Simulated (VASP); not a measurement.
The system is GeSb4Se.

```
Ge Sb Se
1.0
     4.70127    0.00000    0.00000
     0.00000    4.70127    0.00000
     0.00000    0.00000    6.65665
Ge Sb Se
1 4 1
Direct
  0.00000 0.00000 0.00000
  0.50000 0.00000 0.74581
  0.00000 0.50000 0.25419
  0.50000 0.00000 0.25419
  0.00000 0.50000 0.74581
  0.50000 0.50000 0.50000
```

| Property | Result |
| --- | --- |
| Program | VASP 6.6.1 |
| Task | relaxation of cell and atoms |
| Functional | PBE |
| Potentials or basis | VASP PAW PBE potentials, release 64 (Ge_d, Sb, Se) |
| Cutoff | 600 eV |
| k mesh | 4 × 4 × 4 |
| Occupations | gaussian, width 0.1 eV |
| Spin | no spin polarisation |

At the start: pressure 11.1 GPa; volume 24.52 Å³/atom.

How do energy, volume and symmetry change on relaxing?

Over 31 steps the energy falls by 219.0 meV/atom and the volume is 29.17 Å³/atom (+19.0 %); space group P4/mmm (No. 123, to 0.05 Å).

Step by step:
| step | energy change (eV) | largest force (eV/Å) | pressure (GPa) | volume (Å³) |
| --- | --- | --- | --- | --- |
| 1 | 0.0000 | 0.1650 | 11.14 | 147.12 |
| 2 | -0.5894 | 0.0202 | -3.34 | 186.51 |
| 3 | -0.7527 | 0.0434 | 0.03 | 171.93 |
| 4 | -0.7525 | 0.0417 | -0.12 | 172.45 |
| 5 | -0.7537 | 0.0363 | 0.01 | 171.97 |
| 6 | -0.7554 | 0.0206 | 0.34 | 170.84 |
| 7 | -0.7532 | 0.0175 | 1.04 | 168.58 |
| 8 | -0.7556 | 0.0130 | 0.48 | 170.37 |
| 9 | -0.7559 | 0.0112 | 0.50 | 170.33 |
| 10 | -0.7567 | 0.0059 | 0.53 | 170.20 |
| 11 | -0.7584 | 0.0041 | 0.60 | 169.95 |
| 12 | -0.7615 | 0.0222 | 0.76 | 169.45 |
| 13 | -0.7653 | 0.0457 | 1.11 | 168.42 |
| 14 | -0.7677 | 0.0445 | 1.11 | 168.50 |
| 15 | -0.7749 | 0.0306 | 1.07 | 168.70 |
| 16 | -0.7927 | 0.0326 | 1.07 | 169.09 |
| 17 | -0.8529 | 0.0915 | 1.00 | 169.73 |
| 18 | -0.9628 | 0.0529 | 0.95 | 170.55 |
| 19 | -1.2249 | 0.3521 | 1.47 | 170.37 |
| 20 | -1.1534 | 0.4895 | 2.28 | 169.63 |
| 21 | -1.2213 | 0.3850 | 1.60 | 170.25 |
| 22 | -1.2197 | 0.3829 | 0.25 | 175.83 |
| 23 | -1.2354 | 0.3879 | 0.90 | 172.94 |
| 24 | -1.2603 | 0.3259 | 0.28 | 174.63 |
| 25 | -1.2740 | 0.2398 | -0.53 | 177.06 |
| 26 | -1.2902 | 0.1839 | -0.31 | 176.08 |
| 27 | -1.3081 | 0.0161 | 0.45 | 173.34 |
| 28 | -1.3082 | 0.0310 | 0.38 | 173.57 |
| 29 | -1.3129 | 0.0060 | -0.03 | 175.08 |
| 30 | -1.3130 | 0.0140 | -0.11 | 175.43 |
| 31 | -1.3138 | 0.0148 | 0.02 | 175.04 |

Final structure:
```cif
data_structure
_symmetry_space_group_name_H-M 'P 1'
_symmetry_Int_Tables_number 1
_cell_length_a 4.4124
_cell_length_b 4.4124
_cell_length_c 8.9909
_cell_angle_alpha 90.000
_cell_angle_beta 90.000
_cell_angle_gamma 90.000
_cell_volume 175.04
loop_
_atom_site_label
_atom_site_type_symbol
_atom_site_fract_x
_atom_site_fract_y
_atom_site_fract_z
_atom_site_occupancy
Ge1 Ge 0.00000 0.00000 0.00000 1
Sb1 Sb 0.50000 0.00000 0.75938 1
Sb2 Sb 0.00000 0.50000 0.24062 1
Sb3 Sb 0.50000 0.00000 0.24062 1
Sb4 Sb 0.00000 0.50000 0.75938 1
Se1 Se 0.50000 0.50000 0.50000 1
```

Caveat: the volume moved by over 15 % at a fixed basis, so the end points are rough.
